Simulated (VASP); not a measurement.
# TiAl2 (Cmmm) in VASP: further runs

Runs on TiAl2. Level: PBEsol. Tasks: single point.

All numbers are computed with VASP 6.6.1; they aren't measurements. Logs are shortened: lines on timing, memory, paths and dates and some standing lists are left out, and cuts for length are marked.

## 1. The cell of the first run

Symmetry: Cmmm, No. 65, orthorhombic system. Conventional cell: a = 3.959 Å, b = 12.094 Å, c = 4.032 Å, α = 90.00°, β = 90.00°, γ = 90.00°. Within 3.7 Å of Ti (site symmetry m2m) lie 10 Al at 2.68 to 2.92 Å and 3 Ti at 3.14 to 3.60 Å. Within 3.5 Å of Al (site symmetry mmm) lie 4 Ti at 2.68 Å and 8 Al at 2.83 to 2.93 Å. Al (site symmetry m2m) has 6 Al at 2.67 to 2.93 Å and 6 Ti at 2.84 to 2.92 Å within 3.5 Å. Al (site symmetry mmm) has 4 Ti at 2.70 Å and 8 Al at 2.83 to 2.91 Å within 3.6 Å.

## 2. Single point, PBEsol

File INCAR:

```
SYSTEM = TiAl2
ALGO     = Fast           ! electronic algorithm
EDIFF    = 1E-7           ! SCF threshold, eV
ENCUT    = 520            ! plane-wave cutoff, eV
GGA      = PS             ! functional
ISIF     = 2              ! what is computed and relaxed
ISMEAR   = 0              ! smearing method
LASPH    = .TRUE.         ! aspherical terms in the spheres
LCHARG   = .FALSE.        ! write CHGCAR
LREAL    = .FALSE.        ! projectors in reciprocal space
LWAVE    = .FALSE.        ! write WAVECAR
NBANDS   = 27             ! bands
NELM     = 100            ! most SCF steps
PREC     = Accurate       ! precision mode
SIGMA    = 0.1            ! smearing width, eV
```

File KPOINTS:

```
Automatic mesh
0
Gamma
  10 10 8
  0.5 0.5 0.5
```

File POSCAR:

```
TiAl2
1.0
    1.9795500000     -6.0472000000      0.0000000000
    1.9795500000      6.0472000000      0.0000000000
    0.0000000000      0.0000000000      4.0315000000
Ti Al
2 4
Direct
    0.6490000000      0.3510000000      0.0000000000
    0.3510000000      0.6490000000      0.0000000000
    0.0000000000      0.0000000000      0.0000000000
    0.8240000000      0.1760000000      0.5000000000
    0.1760000000      0.8240000000      0.5000000000
    0.5000000000      0.5000000000      0.5000000000
```

Potentials or basis: VASP PAW PBE potentials, release 64 (Ti_sv, Al).

Launch:

```
cat potpaw_PBE.64/Ti_sv/POTCAR potpaw_PBE.64/Al/POTCAR > POTCAR
mpirun -np 1 vasp_std > vasp.out
```

OUTCAR:

```text
SYSTEM = TiAl2
   EDIFF = 1E-7
   ENCUT = 520
   GGA = PS
   ISIF = 2
   ISMEAR = 0
   LASPH = .TRUE.
   LREAL = .FALSE.
   NELM = 100
   PREC = Accurate

 ion  position               nearest neighbor table
   1  0.649  0.351  0.000-   3 2.68   3 2.68   6 2.70   6 2.70   5 2.84   5 2.84   5 2.84   5 2.84
                             4 2.92   4 2.92
   2  0.351  0.649  0.000-   3 2.68   3 2.68   6 2.70   6 2.70   4 2.84   4 2.84   4 2.84   4 2.84
                             5 2.92   5 2.92
   3  0.000  0.000  0.000-   1 2.68   2 2.68   1 2.68   2 2.68   6 2.83   6 2.83   6 2.83   6 2.83
                             4 2.93   4 2.93   5 2.93   5 2.93
   4  0.824  0.176  0.500-   5 2.67   5 2.67   2 2.84   2 2.84   2 2.84   2 2.84   6 2.91   6 2.91
                             1 2.92   1 2.92   3 2.93   3 2.93
   5  0.176  0.824  0.500-   4 2.67   4 2.67   1 2.84   1 2.84   1 2.84   1 2.84   6 2.91   6 2.91
                             2 2.92   2 2.92   3 2.93   3 2.93
   6  0.500  0.500  0.500-   1 2.70   2 2.70   1 2.70   2 2.70   3 2.83   3 2.83   3 2.83   3 2.83
                             5 2.91   4 2.91   5 2.91   4 2.91

  LATTYP: Found a base centered orthorhombic cell.
 ALAT       =     3.9591000000
 B/A-ratio  =     3.0548356950
 C/A-ratio  =     1.0182869844

  Lattice vectors:

 A1 = (   1.9795500000,  -6.0472000000,   0.0000000000)
 A2 = (   1.9795500000,   6.0472000000,   0.0000000000)
 A3 = (   0.0000000000,   0.0000000000,   4.0315000000)

Analysis of symmetry for initial positions (statically):
=====================================================================
 Subroutine PRICEL returns:
 Original cell was already a primitive cell.

 Routine SETGRP: Setting up the symmetry group for a
 base centered orthorhombic supercell.

 Subroutine GETGRP returns: Found  8 space group operations
 (whereof  8 operations were pure point group operations)
 out of a pool of  8 trial point group operations.

The static configuration has the point symmetry D_2h.

Analysis of symmetry for dynamics (positions and initial velocities):
=====================================================================
 Subroutine PRICEL returns:
 Original cell was already a primitive cell.

 Routine SETGRP: Setting up the symmetry group for a
 base centered orthorhombic supercell.

 Subroutine GETGRP returns: Found  8 space group operations
 (whereof  8 operations were pure point group operations)
 out of a pool of  8 trial point group operations.

The dynamic configuration has the point symmetry D_2h.

 Subroutine INISYM returns: Found  8 space group operations
 (whereof  8 operations are pure point group operations),
 and found     1 'primitive' translations

----------------------------------------------------------------------------------------

                                     Primitive cell

  volume of cell :      96.5200

  direct lattice vectors                    reciprocal lattice vectors
     1.979550000 -6.047200000  0.000000000     0.252582658 -0.082682895  0.000000000
     1.979550000  6.047200000  0.000000000     0.252582658  0.082682895  0.000000000
     0.000000000  0.000000000  4.031500000     0.000000000  0.000000000  0.248046633

  length of vectors
     6.362958906  6.362958906  4.031500000     0.265771443  0.265771443  0.248046633

  position of ions in fractional coordinates (direct lattice)
     0.649000000  0.351000000  0.000000000
     0.351000000  0.649000000  0.000000000
     0.000000000  0.000000000  0.000000000
     0.824000000  0.176000000  0.500000000
     0.176000000  0.824000000  0.500000000
     0.500000000  0.500000000  0.500000000

  ion indices of the primitive-cell ions
   primitive index   ion index
                 1           1
                 2           2
                 3           3
                 4           4
                 5           5
                 6           6

----------------------------------------------------------------------------------------

 KPOINTS: Automatic mesh

Automatic generation of k-mesh.
 Grid dimensions read from file:
 generate k-points for:   10   10    8

 Generating k-lattice:

  Cartesian coordinates                     Fractional coordinates (reciprocal lattice)
     0.025258266 -0.008268289  0.000000000     0.100000000  0.000000000  0.000000000
     0.025258266  0.008268289  0.000000000     0.000000000  0.100000000  0.000000000
     0.000000000  0.000000000  0.031005829     0.000000000  0.000000000  0.125000000

  Length of vectors
     0.026577144  0.026577144  0.031005829

  Shift w.r.t. Gamma in fractional coordinates (k-lattice)
     0.500000000  0.500000000  0.500000000

 Subroutine IBZKPT returns following result:
 ===========================================

 Found    120 irreducible k-points:

 Following reciprocal coordinates:
            Coordinates               Weight
  0.050000  0.050000  0.062500      4.000000
  0.150000  0.050000  0.062500      8.000000
  0.250000  0.050000  0.062500      8.000000
  0.350000  0.050000  0.062500      8.000000
  0.450000  0.050000  0.062500      8.000000
 -0.450000  0.050000  0.062500      8.000000
[... 16 lines left out ...]
 -0.350000  0.250000  0.062500      8.000000
 -0.250000  0.250000  0.062500      4.000000
 [... further k-points ...]
   k-points           NKPTS =    120   k-points in BZ     NKDIM =    120   number of bands    NBANDS=     27
   number of dos      NEDOS =    301   number of ions     NIONS =      6
   total plane-waves  NPLWV =  69120
   dimension x,y,z NGX =    48 NGY =   48 NGZ =   30
   dimension x,y,z NGXF=    96 NGYF=   96 NGZF=   60
   ions per type =               2   4
   NGX,Y,Z   is equivalent  to a cutoff of  12.54, 12.54, 12.37 a.u.
   NGXF,Y,Z  is equivalent  to a cutoff of  25.08, 25.08, 24.74 a.u.
 SYSTEM =  TiAl2
   PREC   = accura    normal or accurate (medium, high low for compatibility)
   ISTART =      0    job   : 0-new  1-cont  2-samecut
   ICHARG =      2    charge: 1-file 2-atom 10-const
   ISPIN  =      1    spin polarized calculation?
   LNONCOLLINEAR =      F non collinear calculations
   LSORBIT =      F    spin-orbit coupling
   LASPH  =      T    aspherical Exc in radial PAW
   ENCUT  =  520.0 eV  38.22 Ry    6.18 a.u.  11.83 11.83  7.50*2*pi/ulx,y,z
   NELM   =    100;   NELMIN=  2; NELMDL= -5     # of ELM steps
   EDIFF  = 0.1E-06   stopping-criterion for ELM
   LREAL  =      F    real-space projection
   EDIFFG = 0.1E-05   stopping-criterion for IOM
   NSW    =      0    number of steps for IOM
   IBRION =     -1    ionic relax: 0-MD 1-quasi-New 2-CG
   NFREE  =      0    steps in history (QN), initial steepest desc. (CG)
   ISIF   =      2    stress and relaxation
   ISYM   =      2    0-nonsym 1-usesym 2-fastsym
   POTIM  = 0.5000    time-step for ionic-motion
   TEBEG  =    0.0;   TEEND  =   0.0 temperature during run
   PSTRESS=    0.0 pullay stress
   NELECT =      36.0000    total number of electrons
   NUPDOWN=      -1.0000    fix difference up-down
   EMIN   =  10.00;   EMAX   =-10.00  energy-range for DOS
   EFERMI =   0.00;   METHOD = LEGACY
   ISMEAR =     0;   SIGMA  =   0.10  broadening in eV -4-tet -1-fermi 0-gaus
   EFERMI_NEDOS =   21; number of points for ismear=-14 and -15
   IALGO  =     68    algorithm
   IMIX   =      4    mixing-type and parameters
     AMIX     =   0.40;   BMIX     =  1.00
     AMIX_MAG =   1.60;   BMIX_MAG =  1.00
  volume/ion in A,a.u.               =      16.09       108.56
  Fermi-wavevector in a.u.,A,eV,Ry     =   1.178428  2.226907 18.894320  1.388693
  Thomas-Fermi vector in A             =   2.314757
   LORBIT       =      0    0 simple, 1 ext, 2 COOP (PROOUT), +10 PAW based schemes
   GGA     = PS    functional components
   LHFCALC =     F    Hartree Fock is set to
   AEXX    =    0.0000 exact exchange contribution
   IVDW    =     0    specifies the selected vdW correction
   LEPSILON=     F    determine dielectric tensor
   LRPA    =     F    only Hartree local field effects (RPA)
 non-spin polarized calculation
 RMM-DIIS sequential band-by-band and
 Gauss-broadening in eV      SIGMA  =   0.10
  energy-cutoff  :      520.00
  volume of cell :       96.52
 maximum number of plane-waves:      2627
   NGX = 23   NGY = 23   NGZ = 15

 number of electron      36.0000003 magnetization

 Free energy of the ion-electron system (eV)
  ---------------------------------------------------
  ext. energy  EPLUGINS =         0.00000000
  ---------------------------------------------------
  free energy    TOTEN  =       -35.53340727 eV

  energy without entropy =      -35.52140996  energy(sigma->0) =      -35.52740861

 E-fermi :   8.2440     XC(G=0): -10.8922

 val. band max:        8.2415729115   @ k =  -0.4500   0.2500   0.4375
 cond. band min:       8.2654735519   @ k =  -0.4500   0.1500   0.3125
 fundamental gap:      0.0239006404
 Fermi energy:         8.2439666885

 k-point     1 :       0.0500    0.0500    0.0625
  band No.  band energies     occupation
      1     -48.2381      2.00000
      2     -48.2214      2.00000
      3     -24.6816      2.00000
      4     -24.6609      2.00000
      5     -24.6390      2.00000
      6     -24.6352      2.00000
[... 19 lines left out ...]
     26      11.9237      0.00000
     27      12.3931      0.00000

 k-point     2 :       0.1500    0.0500    0.0625
  band No.  band energies     occupation
      1     -48.2368      2.00000
      2     -48.2224      2.00000
      3     -24.6799      2.00000
      4     -24.6620      2.00000
      5     -24.6420      2.00000
      6     -24.6400      2.00000
[... 19 lines left out ...]
     26      12.6045      0.00000
     27      13.1652      0.00000

 k-point     3 :       0.2500    0.0500    0.0625
  band No.  band energies     occupation
      1     -48.2347      2.00000
      2     -48.2240      2.00000
      3     -24.6771      2.00000
      4     -24.6638      2.00000
      5     -24.6477      2.00000
      6     -24.6448      2.00000
[... 594 lines left out ...]
      1     -48.2371      2.00000
      2     -48.2224      2.00000
      3     -24.6802      2.00000
      4     -24.6624      2.00000
      5     -24.6373      2.00000
      6     -24.6241      2.00000
[... 19 lines left out ...]
     26      11.6640      0.00000
     27      12.2601      0.00000

 k-point    24 :      -0.2500    0.2500    0.0625
  band No.  band energies     occupation
      1     -48.2378      2.00000
      2     -48.2219      2.00000
      3     -24.6811      2.00000
      4     -24.6617      2.00000
      5     -24.6343      2.00000
      6     -24.6264      2.00000
[... 19 lines left out ...]
     26      11.4853      0.00000
     27      12.0973      0.00000

 [... further k-points ...]

------------------------ aborting loop because EDIFF is reached ----------------------------------------

  FORCE on cell =-STRESS in cart. coord.  units (eV):
  Direction    XX          YY          ZZ          XY          YZ          ZX
  --------------------------------------------------------------------------------------
  -------------------------------------------------------------------------------------
  Total       -1.7340138     -0.6355991     -2.5558592      0.0000000      0.0000000      0.0000000
  in kB      -28.7836366    -10.5505814    -42.4257994      0.0000000      0.0000000      0.0000000
  external PRESSURE =     -27.2533391 kB  Pullay stress =       0.0000000 kB

 VOLUME and BASIS-vectors are now :
 -----------------------------------------------------------------------------
  energy-cutoff  :      520.00
  volume of cell :       96.52
      direct lattice vectors                 reciprocal lattice vectors
     1.979550000 -6.047200000  0.000000000     0.252582658 -0.082682895  0.000000000
     1.979550000  6.047200000  0.000000000     0.252582658  0.082682895  0.000000000
     0.000000000  0.000000000  4.031500000     0.000000000  0.000000000  0.248046633

 POSITION                                       TOTAL-FORCE (eV/Angst)
 -----------------------------------------------------------------------------------
      1.97955     -1.80207      0.00000         0.000000     -0.860265     -0.000000
      1.97955      1.80207      0.00000         0.000000      0.860265      0.000000
      0.00000      0.00000      0.00000         0.000000     -0.000000      0.000000
      1.97955     -3.91859      2.01575         0.000000     -0.194275      0.000000
      1.97955      3.91859      2.01575         0.000000      0.194275      0.000000
      1.97955      0.00000      2.01575         0.000000     -0.000000      0.000000
 -----------------------------------------------------------------------------------
    total drift:                                0.000000     -0.000000      0.000000

  FREE ENERGIE OF THE ION-ELECTRON SYSTEM (eV)
  ---------------------------------------------------
  free  energy   TOTEN  =       -35.5334072660 eV

  energy  without entropy=      -35.5214099608  energy(sigma->0) =      -35.52740861
```

It took 9.3 min on 1 thread of Intel Xeon 6975P-C (Granite Rapids), shared host; peak memory 0.43 GiB.

What came out:

- Free energy: -35.5334 eV
- Pressure: -2.7 GPa
- Largest force: 0.860 eV/Å
- Band gap on the k mesh: zero (bands 18 and 19 overlap by 0.94 eV)

Forces on the atoms (eV/Å):
```
Ti   0.000 -0.860  0.000
Ti   0.000  0.860  0.000
Al   0.000  0.000  0.000
Al   0.000 -0.194  0.000
Al   0.000  0.194  0.000
Al   0.000  0.000  0.000
```

Stress tensor (GPa, compression positive):
```
-2.88  0.00  0.00
 0.00 -1.06  0.00
 0.00  0.00 -4.24
```

Levels at points of the mesh, in eV from the Fermi level:
| k point | band 16 | band 17 | band 18 | band 19 | band 20 | band 21 |
| --- | --- | --- | --- | --- | --- | --- |
| (0.05, 0.05, 0.06) | -0.75 | -0.54 | -0.09 | 0.09 | 0.89 | 1.00 |

Caveat: the PAW data sets were made with another functional, which shifts forces and pressure a little.

## 3. Single point, PBEsol

File INCAR:

```
  ALGO = Fast
  EDIFF = 1E-6
  ENCUT = 520
  GGA = PS
  ISIF = 2
  ISMEAR = 0
  LASPH = T
  LCHARG = F
  LREAL = F
  LWAVE = F
  NBANDS = 27
  NELM = 60
  PREC = Accurate
  SIGMA = 0.1
```

File KPOINTS:

```
k-points
0
Gamma
  10 10 10
```

POSCAR is that of step 2.

Potentials or basis: VASP PAW PBE potentials, release 64 (Ti_sv, Al).

Launch:

```
cat potpaw_PBE.64/Ti_sv/POTCAR potpaw_PBE.64/Al/POTCAR > POTCAR
mpirun -np 1 vasp_std > vasp.out
```

Wall time 10 min (1 thread of Intel Xeon 6975P-C (Granite Rapids), shared host); peak memory 0.54 GiB.

The run converged. Its results:

```
Free energy            : -35.5335 eV
Pressure               : -2.7 GPa
Largest force          : 0.864 eV/Å
Band gap on the k mesh : zero (bands 18 and 19 overlap by 1.05 eV)
```

Forces on the atoms (eV/Å):
```
Ti   0.000 -0.864  0.000
Ti   0.000  0.864  0.000
Al   0.000  0.000  0.000
Al   0.000 -0.197  0.000
Al   0.000  0.197  0.000
Al   0.000  0.000  0.000
```

Stress tensor (GPa, compression positive):
```
-2.86  0.00  0.00
 0.00 -1.05  0.00
 0.00  0.00 -4.31
```

Levels at points of the mesh, in eV from the Fermi level:
```
           k point  band 14  band 15  band 16  band 17  band 18  band 19  band 20  band 21  band 22  band 23
(0.00, 0.00, 0.00)    -1.64    -1.63    -0.72    -0.64    -0.53     0.48     0.74     0.88     0.96     1.47
(0.50, 0.00, 0.00)    -1.97    -1.58    -1.19    -0.96    -0.38     0.81     1.26     1.36     1.51     1.83
(0.50, 0.50, 0.00)    -1.89    -1.75    -1.24    -0.69    -0.56     0.30     1.11     1.28     1.36     1.76
(0.00, 0.00, 0.50)    -2.46    -1.43    -0.89    -0.39     0.20     0.23     0.99     1.12     1.32     1.43
(0.50, 0.00, 0.50)    -3.53    -2.31    -1.79    -1.23    -1.20    -0.46     1.18     1.24     1.33     1.47
(0.50, 0.50, 0.50)    -1.91    -1.90    -0.88     0.04     0.39     0.75     1.19     1.32     1.65     1.91
```

Caveat: the PAW data sets were made with another functional, which shifts forces and pressure a little.

## 4. Single point, PBEsol

File INCAR:

```
SYSTEM = TiAl2
ALGO = Fast
EDIFF = 1E-6
ENCUT = 520
GGA = PS
ISIF = 2
ISMEAR = 0
LASPH = .True.
LCHARG = .False.
LREAL = .False.
LWAVE = .False.
NBANDS = 27
NELM = 80
PREC = Accurate
SIGMA = 0.2
```

File KPOINTS:

```
k-points
0
Gamma
  10 10 10
  0 0 0
```

POSCAR is that of step 3.

Launch:

```
cat potpaw_PBE.64/Ti_sv/POTCAR potpaw_PBE.64/Al/POTCAR > POTCAR
mpirun -np 1 vasp_std > vasp.out
```

It took 11 min on 1 thread of Intel Xeon 6975P-C (Granite Rapids), shared host; peak memory 0.54 GiB.

Results (log left out):

| Quantity | Value |
| --- | --- |
| Free energy | -35.5529 eV |
| Pressure | -2.7 GPa |
| Largest force | 0.861 eV/Å |
| Band gap on the k mesh | zero (bands 18 and 19 overlap by 1.05 eV) |

Forces on the atoms (eV/Å):
```
Ti   0.000 -0.861  0.000
Ti   0.000  0.861  0.000
Al   0.000  0.000  0.000
Al   0.000 -0.195  0.000
Al   0.000  0.195  0.000
Al   0.000  0.000  0.000
```

Stress tensor (GPa, compression positive):
```
-2.73  0.00  0.00
 0.00 -1.02  0.00
 0.00  0.00 -4.27
```

Levels at points of the mesh, in eV from the Fermi level:
```tsv
k point	band 15	band 16	band 17	band 18	band 19	band 20	band 21	band 22
(0.00, 0.00, 0.00)	-1.64	-0.72	-0.65	-0.53	0.47	0.73	0.88	0.96
(0.50, 0.00, 0.00)	-1.59	-1.19	-0.96	-0.39	0.81	1.25	1.36	1.51
(0.50, 0.50, 0.00)	-1.75	-1.24	-0.70	-0.57	0.29	1.11	1.28	1.35
(0.00, 0.00, 0.50)	-1.43	-0.89	-0.39	0.20	0.22	0.99	1.12	1.32
(0.50, 0.00, 0.50)	-2.31	-1.79	-1.24	-1.20	-0.46	1.18	1.24	1.33
(0.50, 0.50, 0.50)	-1.90	-0.89	0.04	0.38	0.74	1.19	1.31	1.64
```

Caveat: the PAW data sets were made with another functional, which shifts forces and pressure a little.

## 5. The runs side by side

```tsv
k mesh	smearing	further INCAR settings	gap on the mesh (eV)	pressure (GPa)	largest force (eV/Å)
10 × 10 × 8, shifted	gaussian 0.1 eV	ALGO = Fast; EDIFF = 1e-07; NBANDS = 27	none	-2.7	0.86
10 × 10 × 10	gaussian 0.1 eV	ALGO = Fast; EDIFF = 1e-06; NBANDS = 27	none	-2.7	0.86
10 × 10 × 10	gaussian 0.2 eV	ALGO = Fast; EDIFF = 1e-06; NBANDS = 27	none	-2.7	0.86
```

Alike in all rows: task single point; level PBEsol; potentials or basis VASP PAW PBE potentials, release 64 (Ti_sv, Al); no spin polarisation; cell as given; cutoff (eV) 520.

Caveats: the PAW data sets were made with another functional, which shifts forces and pressure a little.

Total energies depend on the potentials used, so only differences within one code and one set of settings carry meaning.

The gap in the log of VASP goes by the Fermi energy; the results here count the filled bands.